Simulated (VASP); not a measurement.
# Os (I4_1/amd) in VASP: single point with PBE

Aim: the single point of Os with PBE.

Everything below comes from runs of VASP 6.6.1. Logs are shortened: lines on timing, memory, paths and dates and some standing lists are left out, and cuts for length are marked.

## (1) The cell of the first run

Symmetry: I4_1/amd, No. 141, tetragonal system. Conventional cell: a = 4.495 Å, b = 4.495 Å, c = 2.405 Å, α = 90.00°, β = 90.00°, γ = 90.00°. Within 3.1 Å of Os (site symmetry -4m2) lie 10 Os at 2.33 to 2.88 Å.

## (2) Single point, PBE

File INCAR:

```
PREC = Accurate
ENCUT = 520
EDIFF = 1E-7
ISMEAR = -1
SIGMA = 0.1
LREAL = False
LASPH = True
NELM = 100
ALGO = Normal
ISIF = 2
LWAVE = False
LCHARG = True
GGA = PE
LELF = True
LVHAR = True
NBANDS = 15
```

File KPOINTS:

```
regular mesh
0
Gamma
  18 18 18
```

File POSCAR:

```
Os
1.0
   -2.2477044812      2.2477044812      1.2024537043
    2.2477044812     -2.2477044812      1.2024537043
    2.2477044812      2.2477044812     -1.2024537043
Os
2
Direct
   -0.3750000000     -0.1250000000     -0.2500000000
    0.3750000000      0.1250000000      0.2500000000
```

Potentials or basis: VASP PAW PBE potentials, release 64 (Os).

Command:

```console
$ cat potpaw_PBE.64/Os/POTCAR > POTCAR
$ mpirun -np 1 vasp_std > vasp.out
```

OUTCAR:

```text
PREC = Accurate
   ENCUT = 520
   EDIFF = 1E-7
   ISMEAR = -1
   LREAL = False
   LASPH = True
   NELM = 100
   ISIF = 2
   GGA = PE

 ion  position               nearest neighbor table
   1  0.625  0.875  0.750-   2 2.33   2 2.33   2 2.33   2 2.33   2 2.88   2 2.88   2 2.88   2 2.88

   2  0.375  0.125  0.250-   1 2.33   1 2.33   1 2.33   1 2.33   1 2.88   1 2.88   1 2.88   1 2.88

  LATTYP: Found a body centered tetragonal cell.
 ALAT       =     4.4954089624
 C/A-ratio  =     0.5349696610

  Lattice vectors:

 A1 = (  -2.2477044812,   2.2477044812,   1.2024537043)
 A2 = (   2.2477044812,  -2.2477044812,   1.2024537043)
 A3 = (   2.2477044812,   2.2477044812,  -1.2024537043)

Analysis of symmetry for initial positions (statically):
=====================================================================
 Subroutine PRICEL returns:
 Original cell was already a primitive cell.

 Routine SETGRP: Setting up the symmetry group for a
 body centered tetragonal supercell.

 Subroutine GETGRP returns: Found 16 space group operations
 (whereof  4 operations were pure point group operations)
 out of a pool of 16 trial point group operations.

The static configuration has the point symmetry C_2h.
 The point group associated with its full space group is D_4h.

Analysis of symmetry for dynamics (positions and initial velocities):
=====================================================================
 Subroutine PRICEL returns:
 Original cell was already a primitive cell.

 Routine SETGRP: Setting up the symmetry group for a
 body centered tetragonal supercell.

 Subroutine GETGRP returns: Found 16 space group operations
 (whereof  4 operations were pure point group operations)
 out of a pool of 16 trial point group operations.

The dynamic configuration has the point symmetry C_2h.
 The point group associated with its full space group is D_4h.

 Subroutine INISYM returns: Found 16 space group operations
 (whereof  4 operations are pure point group operations),
 and found     1 'primitive' translations

----------------------------------------------------------------------------------------

                                     Primitive cell

  volume of cell :      24.3000

  direct lattice vectors                    reciprocal lattice vectors
    -2.247704481  2.247704481  1.202453704     0.000000000  0.222449172  0.415816425
     2.247704481 -2.247704481  1.202453704     0.222449172  0.000000000  0.415816425
     2.247704481  2.247704481 -1.202453704     0.222449172  0.222449172  0.000000000

  length of vectors
     3.398565253  3.398565253  3.398565253     0.471579190  0.471579190  0.314590636

  position of ions in fractional coordinates (direct lattice)
     0.625000000  0.875000000  0.750000000
     0.375000000  0.125000000  0.250000000

  ion indices of the primitive-cell ions
   primitive index   ion index
                 1           1
                 2           2

----------------------------------------------------------------------------------------

 KPOINTS: regular mesh

Automatic generation of k-mesh.
 Grid dimensions read from file:
 generate k-points for:   18   18   18

 Generating k-lattice:

  Cartesian coordinates                     Fractional coordinates (reciprocal lattice)
     0.000000000  0.012358287  0.023100912     0.055555556  0.000000000  0.000000000
     0.012358287  0.000000000  0.023100912     0.000000000  0.055555556  0.000000000
     0.012358287  0.012358287  0.000000000     0.000000000  0.000000000  0.055555556

  Length of vectors
     0.026198844  0.026198844  0.017477258

  Shift w.r.t. Gamma in fractional coordinates (k-lattice)
     0.000000000  0.000000000  0.000000000

 Subroutine IBZKPT returns following result:
 ===========================================

 Found    480 irreducible k-points:

 Following reciprocal coordinates:
            Coordinates               Weight
  0.000000  0.000000  0.000000      1.000000
  0.055556  0.000000 -0.000000      8.000000
  0.111111  0.000000 -0.000000      8.000000
  0.166667  0.000000 -0.000000      8.000000
  0.222222  0.000000 -0.000000      8.000000
  0.277778  0.000000 -0.000000      8.000000
[... 16 lines left out ...]
 -0.277778  0.055556  0.000000     16.000000
 -0.222222  0.055556  0.000000     16.000000
 [... further k-points ...]
   k-points           NKPTS =    480   k-points in BZ     NKDIM =    480   number of bands    NBANDS=     15
   number of dos      NEDOS =    301   number of ions     NIONS =      2
   total plane-waves  NPLWV =  21952
   dimension x,y,z NGX =    28 NGY =   28 NGZ =   28
   dimension x,y,z NGXF=    56 NGYF=   56 NGZF=   56
   ions per type =               2
   NGX,Y,Z   is equivalent  to a cutoff of  13.70, 13.70, 13.70 a.u.
   NGXF,Y,Z  is equivalent  to a cutoff of  27.39, 27.39, 27.39 a.u.
 SYSTEM =  unknown system
   PREC   = accura    normal or accurate (medium, high low for compatibility)
   ISTART =      0    job   : 0-new  1-cont  2-samecut
   ICHARG =      2    charge: 1-file 2-atom 10-const
   ISPIN  =      1    spin polarized calculation?
   LNONCOLLINEAR =      F non collinear calculations
   LSORBIT =      F    spin-orbit coupling
   LASPH  =      T    aspherical Exc in radial PAW
   ENCUT  =  520.0 eV  38.22 Ry    6.18 a.u.   6.32  6.32  6.32*2*pi/ulx,y,z
   NELM   =    100;   NELMIN=  2; NELMDL= -5     # of ELM steps
   EDIFF  = 0.1E-06   stopping-criterion for ELM
   LREAL  =      F    real-space projection
   EDIFFG = 0.1E-05   stopping-criterion for IOM
   NSW    =      0    number of steps for IOM
   IBRION =     -1    ionic relax: 0-MD 1-quasi-New 2-CG
   NFREE  =      0    steps in history (QN), initial steepest desc. (CG)
   ISIF   =      2    stress and relaxation
   ISYM   =      2    0-nonsym 1-usesym 2-fastsym
   POTIM  = 0.5000    time-step for ionic-motion
   TEBEG  =    0.0;   TEEND  =   0.0 temperature during run
   PSTRESS=    0.0 pullay stress
   NELECT =      16.0000    total number of electrons
   NUPDOWN=      -1.0000    fix difference up-down
   EMIN   =  10.00;   EMAX   =-10.00  energy-range for DOS
   EFERMI =   0.00;   METHOD = LEGACY
   ISMEAR =    -1;   SIGMA  =   0.10  broadening in eV -4-tet -1-fermi 0-gaus
   EFERMI_NEDOS =   21; number of points for ismear=-14 and -15
   IALGO  =     38    algorithm
   IMIX   =      4    mixing-type and parameters
     AMIX     =   0.40;   BMIX     =  1.00
     AMIX_MAG =   1.60;   BMIX_MAG =  1.00
  volume/ion in A,a.u.               =      12.15        81.99
  Fermi-wavevector in a.u.,A,eV,Ry     =   1.424227  2.691399 27.598366  2.028423
  Thomas-Fermi vector in A             =   2.544741
   LORBIT       =      0    0 simple, 1 ext, 2 COOP (PROOUT), +10 PAW based schemes
   GGA     = PE    functional components
   LHFCALC =     F    Hartree Fock is set to
   AEXX    =    0.0000 exact exchange contribution
   IVDW    =     0    specifies the selected vdW correction
   LEPSILON=     F    determine dielectric tensor
   LRPA    =     F    only Hartree local field effects (RPA)
 non-spin polarized calculation
  energy-cutoff  :      520.00
  volume of cell :       24.30
 maximum number of plane-waves:       673
 NGX is ok and might be reduce to    28
   NGX = 13   NGY = 13   NGZ = 13

 number of electron      16.0000000 magnetization

 Free energy of the ion-electron system (eV)
  ---------------------------------------------------
  ext. energy  EPLUGINS =         0.00000000
  ---------------------------------------------------
  free energy    TOTEN  =       -17.07091306 eV

  energy without entropy =      -17.00147606  energy(sigma->0) =      -17.03619456

 E-fermi :  11.9732     XC(G=0): -14.7624

 val. band max:       11.9723489830   @ k =  -0.3889   0.4444   0.1667
 cond. band min:      11.9746591651   @ k =  -0.2222  -0.3889   0.1111
 fundamental gap:      0.0023101822
 Fermi energy:        11.9732327151

 k-point     1 :       0.0000    0.0000    0.0000
  band No.  band energies     occupation
      1      -0.3144      2.00000
      2       2.0059      2.00000
      3       4.1146      2.00000
      4       4.7016      2.00000
      5       5.7474      2.00000
      6      11.8027      1.69242
      7      11.8027      1.69242
      8      11.8888      1.39858
      9      11.8888      1.39858
     10      15.7737      0.00000
     11      18.0762      0.00000
     12      18.4280      0.00000
     13      18.4280      0.00000
     14      29.5140      0.00000
     15      29.5140      0.00000

 k-point     2 :       0.0556    0.0000   -0.0000
  band No.  band energies     occupation
      1      -0.1406      2.00000
      2       2.0985      2.00000
      3       4.1506      2.00000
      4       4.9402      2.00000
      5       5.8846      2.00000
      6      10.6785      2.00000
      7      10.7239      1.99999
      8      12.5470      0.00642
      9      12.5512      0.00616
     10      15.7045      0.00000
     11      17.4382      0.00000
     12      18.8119      0.00000
     13      19.3548      0.00000
     14      29.6444      0.00000
     15      29.8651      0.00000

 k-point     3 :       0.1111    0.0000   -0.0000
  band No.  band energies     occupation
      1       0.3578      2.00000
      2       2.3690      2.00000
      3       4.2959      2.00000
      4       5.5676      2.00000
      5       6.2698      2.00000
      6       9.3622      2.00000
      7       9.6280      2.00000
      8      12.4509      0.01671
      9      12.6091      0.00346
     10      15.5078      0.00000
     11      17.0314      0.00000
     12      19.8702      0.00000
     13      20.6215      0.00000
     14      29.9227      0.00000
     15      30.8393      0.00000
[... 343 lines left out ...]
 k-point    23 :      -0.2778    0.0556    0.0000
  band No.  band energies     occupation
      1       2.2410      2.00000
      2       3.4685      2.00000
      3       4.7809      2.00000
      4       6.4680      2.00000
      5       7.1611      2.00000
      6       7.9557      2.00000
      7       9.7654      2.00000
      8      10.7128      1.99999
      9      11.4505      1.98932
     10      14.3734      0.00000
     11      16.3158      0.00000
     12      21.4346      0.00000
     13      23.1505      0.00000
     14      29.4104      0.00000
     15      29.6383      0.00000

 k-point    24 :      -0.2222    0.0556    0.0000
  band No.  band energies     occupation
      1       1.3621      2.00000
      2       2.9938      2.00000
      3       4.6678      2.00000
      4       6.0798      2.00000
      5       6.7481      2.00000
      6       8.3609      2.00000
      7       9.5593      2.00000
      8      11.3064      1.99746
      9      12.0939      0.46058
     10      14.8389      0.00000
     11      16.4391      0.00000
     12      20.5597      0.00000
     13      22.4763      0.00000
     14      29.3894      0.00000
     15      30.6996      0.00000

 [... further k-points ...]
[... 5 lines left out ...]
  --------------------------------------------------------------------------------------
  -------------------------------------------------------------------------------------
  Total       24.6721352     24.6721352     24.9762397      0.0000000      0.0000000      0.0000000
  in kB     1626.7115083   1626.7115083   1646.7620784      0.0000000      0.0000000      0.0000000
  external PRESSURE =    1633.3950317 kB  Pullay stress =       0.0000000 kB

 VOLUME and BASIS-vectors are now :
 -----------------------------------------------------------------------------
  energy-cutoff  :      520.00
  volume of cell :       24.30
      direct lattice vectors                 reciprocal lattice vectors
    -2.247704481  2.247704481  1.202453704     0.000000000  0.222449172  0.415816425
     2.247704481 -2.247704481  1.202453704     0.222449172  0.000000000  0.415816425
     2.247704481  2.247704481 -1.202453704     0.222449172  0.222449172  0.000000000

 POSITION                                       TOTAL-FORCE (eV/Angst)
 -----------------------------------------------------------------------------------
      2.24770      1.12385      0.90184        -0.000000      0.000000      0.000000
     -0.00000      1.12385      0.30061         0.000000     -0.000000     -0.000000
 -----------------------------------------------------------------------------------
    total drift:                                0.000000      0.000000     -0.000000

  FREE ENERGIE OF THE ION-ELECTRON SYSTEM (eV)
  ---------------------------------------------------
  free  energy   TOTEN  =       -17.0709130608 eV

  energy  without entropy=      -17.0014760561  energy(sigma->0) =      -17.03619456
```

It took 3.1 min on 1 thread of Oxide Virtual Turin-like, shared host; peak memory 0.25 GiB.

What came out:

| Quantity | Value |
| --- | --- |
| Free energy | -17.0709 eV |
| Pressure | 163.3 GPa |
| Band gap on the k mesh | zero (bands 8 and 9 overlap by 2.56 eV) |

Stress tensor (GPa, compression positive):
```
162.67   0.00   0.00
  0.00 162.67   0.00
  0.00   0.00 164.68
```

Caveat: the cell stands under pressure; spin-orbit coupling is left out, which moves the levels of the heavy elements.
